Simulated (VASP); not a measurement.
Wanted: the native input for a VASP 6.6.1 run.

```yaml
Task: single point
Functional: PBE
Potentials_or_basis: VASP PAW PBE potentials, release 64 (Co, Cl, O)
Cutoff: 520 eV
k_mesh: 4 × 4 × 7
Occupations: fermi-dirac, width 0.05 eV
Spin: collinear spin, ferromagnetic start
Starting_moments: "[1.0, 0.0, 0.0, 0.0, 0.0] μB"
Fixed_moment: 1 μB
Dipole_correction: no
Further_INCAR_settings: ALGO = Normal; EDIFF = 1e-07; NBANDS = 30
```

The structure of CoCl2O2 lies in POSCAR:

```
CoCl2O2
1.0
    3.5808710000     -3.9269530000      0.0000000000
    3.5808710000      3.9269530000      0.0000000000
   -0.4203970000      0.0000000000      3.4576140000
Co Cl O
1 2 2
Direct
    0.0000000000      0.0000000000      0.0000000000
    0.7655230000      0.7655230000      0.4279410000
    0.2344770000      0.2344770000      0.5720590000
    0.7918370000      0.2081630000      0.0000000000
    0.2081630000      0.7918370000      0.0000000000
```

One way to write it, as run:

INCAR

```
SYSTEM = CoCl2O2
ALGO = Normal ; EDIFF = 1E-7
ENCUT = 520 ; GGA = PE
ISIF = 2 ; ISMEAR = -1
ISPIN = 2 ; LASPH = .TRUE.
LCHARG = .FALSE. ; LMAXMIX = 4
LORBIT = 11 ; LREAL = .FALSE.
LWAVE = .FALSE. ; MAGMOM = 1 0 0 0 0
NBANDS = 30 ; NELM = 150
NUPDOWN = 1.0 ; PREC = Accurate
SIGMA = 0.05
```

KPOINTS

```
k-points
0
G
  4 4 7
  0 0 0
```

Potentials or basis: VASP PAW PBE potentials, release 64 (Co, Cl, O).

Command:

```console
$ cat potpaw_PBE.64/Co/POTCAR potpaw_PBE.64/Cl/POTCAR potpaw_PBE.64/O/POTCAR > POTCAR
$ mpirun -np 1 vasp_std > vasp.out
```

It gave:

```json
{
  "Pressure": "-1.5 GPa",
  "Largest force": "0.518 eV/Å",
  "Net moment": "1.00 μB per cell",
  "Site moments": "Co +0.80; Cl +0.06; O +0.01 μB",
  "Valence electrons inside the program's atomic spheres": "Co 8.49; Cl 5.02; O 4.81"
}
```

Caveat: the total moment is fixed, so each spin has its own Fermi level and the state may be an excited one; a cell with one magnetic atom can't hold antiferromagnetic order, which such compounds often take.

Wall time 7.8 min on 1 thread of Intel(R) Xeon(R) Platinum 8259CL CPU @ 2.50GHz (Skylake/Cascade Lake), on a shared host, peak memory 0.33 GiB.
